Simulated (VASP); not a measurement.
# BN (F-43m) in VASP: further runs

Aim: see how the results for BN move with the level of theory and the settings. Levels: PBE, PBEsol, revPBE+D4. Tasks: single point.

All numbers are computed with VASP 6.6.1; they aren't measurements. Logs are shortened: lines on timing, memory, paths and dates and some standing lists are left out, and cuts for length are marked.

### 1 The cell of the first run

The structure is cubic, space group F-43m (No. 216). The conventional cell has a = 3.626 Å, b = 3.626 Å, c = 3.626 Å, α = 90.00°, β = 90.00°, γ = 90.00°. N (site symmetry -43m) has 4 B at 1.57 Å within 2.1 Å. Within 2.1 Å of B (site symmetry -43m) lie 4 N at 1.57 Å.

### 2 Single point, PBE

Contents of INCAR:

```
PREC = Accurate
ENCUT = 520
EDIFF = 1E-6
ISMEAR = -1
SIGMA = 0.04
LREAL = False
LASPH = True
NELM = 60
ALGO = Normal
ISIF = 2
LWAVE = False
LCHARG = False
GGA = PE
NBANDS = 11
```

Contents of KPOINTS:

```
regular mesh
0
Gamma
  5 5 5
```

Contents of POSCAR:

```
BN
1.0
    0.0000000000      1.8130010000      1.8130010000
    1.8130010000      0.0000000000      1.8130010000
    1.8130010000      1.8130010000      0.0000000000
N B
1 1
Direct
    0.2500000000      0.2500000000      0.2500000000
    0.0000000000      0.0000000000      0.0000000000
```

Potentials or basis: VASP PAW PBE potentials, release 64 (N, B).

Command:

```sh
$ cat potpaw_PBE.64/N/POTCAR potpaw_PBE.64/B/POTCAR > POTCAR
$ mpirun -np 1 vasp_std > vasp.out
```

OUTCAR:

```text
PREC = Accurate
   ENCUT = 520
   EDIFF = 1E-6
   ISMEAR = -1
   LREAL = False
   LASPH = True
   NELM = 60
   ISIF = 2
   GGA = PE

 ion  position               nearest neighbor table
   1  0.250  0.250  0.250-   2 1.57   2 1.57   2 1.57   2 1.57
   2  0.000  0.000  0.000-   1 1.57   1 1.57   1 1.57   1 1.57

  LATTYP: Found a face centered cubic cell.
 ALAT       =     3.6260020000

  Lattice vectors:

 A1 = (   0.0000000000,   1.8130010000,   1.8130010000)
 A2 = (   1.8130010000,   0.0000000000,   1.8130010000)
 A3 = (   1.8130010000,   1.8130010000,   0.0000000000)

Analysis of symmetry for initial positions (statically):
=====================================================================
 Subroutine PRICEL returns:
 Original cell was already a primitive cell.

 Routine SETGRP: Setting up the symmetry group for a
 face centered cubic supercell.

 Subroutine GETGRP returns: Found 24 space group operations
 (whereof 24 operations were pure point group operations)
 out of a pool of 48 trial point group operations.

The static configuration has the point symmetry T_d .

Analysis of symmetry for dynamics (positions and initial velocities):
=====================================================================
 Subroutine PRICEL returns:
 Original cell was already a primitive cell.

 Routine SETGRP: Setting up the symmetry group for a
 face centered cubic supercell.

 Subroutine GETGRP returns: Found 24 space group operations
 (whereof 24 operations were pure point group operations)
 out of a pool of 48 trial point group operations.

The dynamic configuration has the point symmetry T_d .

 Subroutine INISYM returns: Found 24 space group operations
 (whereof 24 operations are pure point group operations),
 and found     1 'primitive' translations

----------------------------------------------------------------------------------------

                                     Primitive cell

  volume of cell :      11.9186

  direct lattice vectors                    reciprocal lattice vectors
     0.000000000  1.813001000  1.813001000    -0.275785838  0.275785838  0.275785838
     1.813001000  0.000000000  1.813001000     0.275785838 -0.275785838  0.275785838
     1.813001000  1.813001000  0.000000000     0.275785838  0.275785838 -0.275785838

  length of vectors
     2.563970603  2.563970603  2.563970603     0.477675083  0.477675083  0.477675083

  position of ions in fractional coordinates (direct lattice)
     0.250000000  0.250000000  0.250000000
     0.000000000  0.000000000  0.000000000

  ion indices of the primitive-cell ions
   primitive index   ion index
                 1           1
                 2           2

----------------------------------------------------------------------------------------

 KPOINTS: regular mesh

Automatic generation of k-mesh.
 Grid dimensions read from file:
 generate k-points for:    5    5    5

 Generating k-lattice:

  Cartesian coordinates                     Fractional coordinates (reciprocal lattice)
    -0.055157168  0.055157168  0.055157168     0.200000000  0.000000000  0.000000000
     0.055157168 -0.055157168  0.055157168     0.000000000  0.200000000  0.000000000
     0.055157168  0.055157168 -0.055157168     0.000000000  0.000000000  0.200000000

  Length of vectors
     0.095535017  0.095535017  0.095535017

  Shift w.r.t. Gamma in fractional coordinates (k-lattice)
     0.000000000  0.000000000  0.000000000

 Subroutine IBZKPT returns following result:
 ===========================================

 Found     10 irreducible k-points:

 Following reciprocal coordinates:
            Coordinates               Weight
  0.000000  0.000000  0.000000      1.000000
  0.200000  0.000000  0.000000      8.000000
  0.400000  0.000000  0.000000      8.000000
  0.200000  0.200000  0.000000      6.000000
  0.400000  0.200000  0.000000     24.000000
 -0.400000  0.200000  0.000000     24.000000
 -0.200000  0.200000  0.000000     12.000000
  0.400000  0.400000  0.000000      6.000000
 -0.400000  0.400000  0.000000     12.000000
 -0.400000  0.400000  0.200000     24.000000
   k-points           NKPTS =     10   k-points in BZ     NKDIM =     10   number of bands    NBANDS=     11
   number of dos      NEDOS =    301   number of ions     NIONS =      2
   total plane-waves  NPLWV =   8000
   dimension x,y,z NGX =    20 NGY =   20 NGZ =   20
   dimension x,y,z NGXF=    40 NGYF=   40 NGZF=   40
   ions per type =               1   1
   NGX,Y,Z   is equivalent  to a cutoff of  12.97, 12.97, 12.97 a.u.
   NGXF,Y,Z  is equivalent  to a cutoff of  25.94, 25.94, 25.94 a.u.
 SYSTEM =  unknown system
   PREC   = accura    normal or accurate (medium, high low for compatibility)
   ISTART =      0    job   : 0-new  1-cont  2-samecut
   ICHARG =      2    charge: 1-file 2-atom 10-const
   ISPIN  =      1    spin polarized calculation?
   LNONCOLLINEAR =      F non collinear calculations
   LSORBIT =      F    spin-orbit coupling
   LASPH  =      T    aspherical Exc in radial PAW
   ENCUT  =  520.0 eV  38.22 Ry    6.18 a.u.   4.77  4.77  4.77*2*pi/ulx,y,z
   NELM   =     60;   NELMIN=  2; NELMDL= -5     # of ELM steps
   EDIFF  = 0.1E-05   stopping-criterion for ELM
   LREAL  =      F    real-space projection
   EDIFFG = 0.1E-04   stopping-criterion for IOM
   NSW    =      0    number of steps for IOM
   IBRION =     -1    ionic relax: 0-MD 1-quasi-New 2-CG
   NFREE  =      0    steps in history (QN), initial steepest desc. (CG)
   ISIF   =      2    stress and relaxation
   ISYM   =      2    0-nonsym 1-usesym 2-fastsym
   POTIM  = 0.5000    time-step for ionic-motion
   TEBEG  =    0.0;   TEEND  =   0.0 temperature during run
   PSTRESS=    0.0 pullay stress
   NELECT =       8.0000    total number of electrons
   NUPDOWN=      -1.0000    fix difference up-down
   EMIN   =  10.00;   EMAX   =-10.00  energy-range for DOS
   EFERMI =   0.00;   METHOD = LEGACY
   ISMEAR =    -1;   SIGMA  =   0.04  broadening in eV -4-tet -1-fermi 0-gaus
   EFERMI_NEDOS =   21; number of points for ismear=-14 and -15
   IALGO  =     38    algorithm
   IMIX   =      4    mixing-type and parameters
     AMIX     =   0.40;   BMIX     =  1.00
     AMIX_MAG =   1.60;   BMIX_MAG =  1.00
  volume/ion in A,a.u.               =       5.96        40.22
  Fermi-wavevector in a.u.,A,eV,Ry     =   1.433387  2.708709 27.954506  2.054598
  Thomas-Fermi vector in A             =   2.552911
   LORBIT       =      0    0 simple, 1 ext, 2 COOP (PROOUT), +10 PAW based schemes
   GGA     = PE    functional components
   LHFCALC =     F    Hartree Fock is set to
   AEXX    =    0.0000 exact exchange contribution
   IVDW    =     0    specifies the selected vdW correction
   LEPSILON=     F    determine dielectric tensor
   LRPA    =     F    only Hartree local field effects (RPA)
 non-spin polarized calculation
  energy-cutoff  :      520.00
  volume of cell :       11.92
 maximum number of plane-waves:       331
   NGX =  9   NGY =  9   NGZ =  9

 number of electron       7.9999999 magnetization

 Free energy of the ion-electron system (eV)
  ---------------------------------------------------
  ext. energy  EPLUGINS =         0.00000000
  ---------------------------------------------------
  free energy    TOTEN  =       -17.43440280 eV

  energy without entropy =      -17.43440280  energy(sigma->0) =      -17.43440280

 E-fermi :   8.2817     XC(G=0): -12.7744

 val. band max:        7.3010025653   @ k =   0.0000   0.0000   0.0000
 cond. band min:      12.2244509292   @ k =   0.4000   0.4000   0.0000
 fundamental gap:      4.9234483639
 Fermi energy:         8.2817055468

 k-point     1 :       0.0000    0.0000    0.0000
  band No.  band energies     occupation
      1     -12.8304      2.00000
      2       7.3010      2.00000
      3       7.3010      2.00000
      4       7.3010      2.00000
      5      16.0697      0.00000
      6      16.0697      0.00000
      7      16.0697      0.00000
      8      17.5003      0.00000
      9      31.8747      0.00000
     10      34.9504      0.00000
     11      34.9504      0.00000

 k-point     2 :       0.2000    0.0000    0.0000
  band No.  band energies     occupation
      1     -11.8787      2.00000
      2       3.3388      2.00000
      3       6.4831      2.00000
      4       6.4831      2.00000
      5      16.6767      0.00000
      6      17.2390      0.00000
      7      17.2390      0.00000
      8      19.9758      0.00000
      9      30.9023      0.00000
     10      30.9023      0.00000
     11      30.9306      0.00000

 k-point     3 :       0.4000    0.0000    0.0000
  band No.  band energies     occupation
      1      -9.4260      2.00000
      2      -2.1260      2.00000
      3       5.5148      2.00000
      4       5.5148      2.00000
      5      17.2391      0.00000
      6      17.9537      0.00000
      7      17.9537      0.00000
      8      22.2041      0.00000
      9      30.4616      0.00000
     10      32.7941      0.00000
     11      32.7941      0.00000

 k-point     4 :       0.2000    0.2000    0.0000
  band No.  band energies     occupation
      1     -11.5649      2.00000
      2       4.5076      2.00000
      3       5.0524      2.00000
      4       5.0524      2.00000
      5      14.6515      0.00000
      6      19.1631      0.00000
      7      19.3596      0.00000
      8      19.3596      0.00000
      9      25.7281      0.00000
     10      33.8405      0.00000
     11      36.7618      0.00000

 k-point     5 :       0.4000    0.2000    0.0000
  band No.  band energies     occupation
      1      -9.5672      2.00000
      2      -0.0418      2.00000
      3       3.8380      2.00000
      4       4.0815      2.00000
      5      15.1084      0.00000
      6      19.8890      0.00000
      7      20.4737      0.00000
      8      20.7878      0.00000
      9      27.1015      0.00000
     10      33.6118      0.00000
     11      36.2921      0.00000

 k-point     6 :      -0.4000    0.2000    0.0000
  band No.  band energies     occupation
      1      -8.1476      2.00000
      2      -2.3313      2.00000
      3       2.4707      2.00000
      4       4.5503      2.00000
      5      16.2059      0.00000
      6      20.0066      0.00000
      7      20.0528      0.00000
      8      22.8897      0.00000
      9      27.5067      0.00000
     10      32.1927      0.00000
     11      33.8347      0.00000

 k-point     7 :      -0.2000    0.2000    0.0000
  band No.  band energies     occupation
      1     -10.3869      2.00000
      2       1.1742      2.00000
      3       3.0656      2.00000
      4       6.0149      2.00000
      5      17.7863      0.00000
      6      18.1985      0.00000
      7      18.7015      0.00000
      8      20.8984      0.00000
      9      28.5380      0.00000
     10      29.5360      0.00000
     11      33.8942      0.00000

 k-point     8 :       0.4000    0.4000    0.0000
  band No.  band energies     occupation
      1      -8.3272      2.00000
      2      -0.2985      2.00000
      3       2.7551      2.00000
      4       2.7551      2.00000
      5      12.2245      0.00000
      6      16.8435      0.00000
      7      24.1271      0.00000
      8      24.1271      0.00000
      9      27.3050      0.00000
     10      34.4594      0.00000
     11      41.8089      0.00000

 k-point     9 :      -0.4000    0.4000    0.0000
  band No.  band energies     occupation
      1      -7.1829      2.00000
      2      -1.0298      2.00000
      3       0.2991      2.00000
      4       2.9723      2.00000
      5      13.6009      0.00000
      6      18.8799      0.00000
      7      23.6720      0.00000
      8      24.2166      0.00000
      9      26.5327      0.00000
     10      33.7154      0.00000
     11      35.7953      0.00000

 k-point    10 :      -0.4000    0.4000    0.2000
  band No.  band energies     occupation
      1      -7.6845      2.00000
      2      -0.7377      2.00000
      3       0.9731      2.00000
      4       2.4541      2.00000
      5      16.3477      0.00000
      6      19.5096      0.00000
      7      20.8208      0.00000
      8      23.9825      0.00000
      9      26.0084      0.00000
     10      32.6701      0.00000
     11      35.9940      0.00000

------------------------ aborting loop because EDIFF is reached ----------------------------------------

  FORCE on cell =-STRESS in cart. coord.  units (eV):
  Direction    XX          YY          ZZ          XY          YZ          ZX
  --------------------------------------------------------------------------------------
  -------------------------------------------------------------------------------------
  Total       -0.0001647     -0.0001647     -0.0001647      0.0000000      0.0000000      0.0000000
  in kB       -0.0221385     -0.0221385     -0.0221385      0.0000000      0.0000000      0.0000000
  external PRESSURE =      -0.0221385 kB  Pullay stress =       0.0000000 kB

 VOLUME and BASIS-vectors are now :
 -----------------------------------------------------------------------------
  energy-cutoff  :      520.00
  volume of cell :       11.92
      direct lattice vectors                 reciprocal lattice vectors
     0.000000000  1.813001000  1.813001000    -0.275785838  0.275785838  0.275785838
     1.813001000  0.000000000  1.813001000     0.275785838 -0.275785838  0.275785838
     1.813001000  1.813001000  0.000000000     0.275785838  0.275785838 -0.275785838

 POSITION                                       TOTAL-FORCE (eV/Angst)
 -----------------------------------------------------------------------------------
      0.90650      0.90650      0.90650         0.000000      0.000000      0.000000
      0.00000      0.00000      0.00000        -0.000000     -0.000000     -0.000000
 -----------------------------------------------------------------------------------
    total drift:                                0.000000      0.000000      0.000000

  FREE ENERGIE OF THE ION-ELECTRON SYSTEM (eV)
  ---------------------------------------------------
  free  energy   TOTEN  =       -17.4344027963 eV

  energy  without entropy=      -17.4344027963  energy(sigma->0) =      -17.43440280
```

Wall time 4.6 s (1 thread of AMD EPYC 7R13, shared host); peak memory 0.08 GiB.

Results:

```
Free energy            : -17.4344 eV
Pressure               : 0.0 GPa
Band gap on the k mesh : 4.92 eV, indirect (least direct gap 8.77 eV)
```

Caveat: the k points lie up to 0.60 Å⁻¹ apart. A k mesh can miss the band edges.

### 3 Single point, PBEsol

This run uses another cell than the first one, of 5.86 Å³/atom, 0.983 times its volume.

Contents of INCAR:

```
SYSTEM = BN
PREC = Accurate
ENCUT = 520
EDIFF = 1E-7
ISMEAR = -1
SIGMA = 0.05
LREAL = .False.
LASPH = .True.
NELM = 60
ALGO = Normal
ISIF = 2
LWAVE = .False.
LCHARG = .False.
GGA = PS
NBANDS = 11
```

Contents of KPOINTS:

```
Automatic mesh
0
Gamma
  13 13 13
  0 0 0
```

Contents of POSCAR:

```
BN
1.0
    0.0000000000      1.8028757897      1.8028757897
    1.8028757897      0.0000000000      1.8028757897
    1.8028757897      1.8028757897      0.0000000000
N B
1 1
Direct
    0.2500000000      0.2500000000      0.2500000000
    0.0000000000      0.0000000000      0.0000000000
```

Potentials or basis: VASP PAW PBE potentials, release 64 (N, B).

Command:

```sh
$ cat potpaw_PBE.64/N/POTCAR potpaw_PBE.64/B/POTCAR > POTCAR
$ mpirun -np 1 vasp_std > vasp.out
```

It took 22 s on 1 thread of AMD EPYC 7R13, shared host; peak memory 0.09 GiB.

Results (log left out):

```
Free energy            : -18.3469 eV
Pressure               : 0.6 GPa
Band gap on the k mesh : 4.36 eV, indirect (least direct gap 8.80 eV)
```

Levels at points of the mesh, in eV from the valence-band top:
```csv
k point,band 1,band 2,band 3,band 4,band 5,band 6,band 7,band 8,band 9
"(0.00, 0.00, 0.00)",-20.34,0.00,0.00,0.00,8.80,8.80,8.80,10.39,24.65
```

Caveat: the PAW data sets were made with another functional, which shifts forces and pressure a little.

(Part 1 of 2 ends here.)
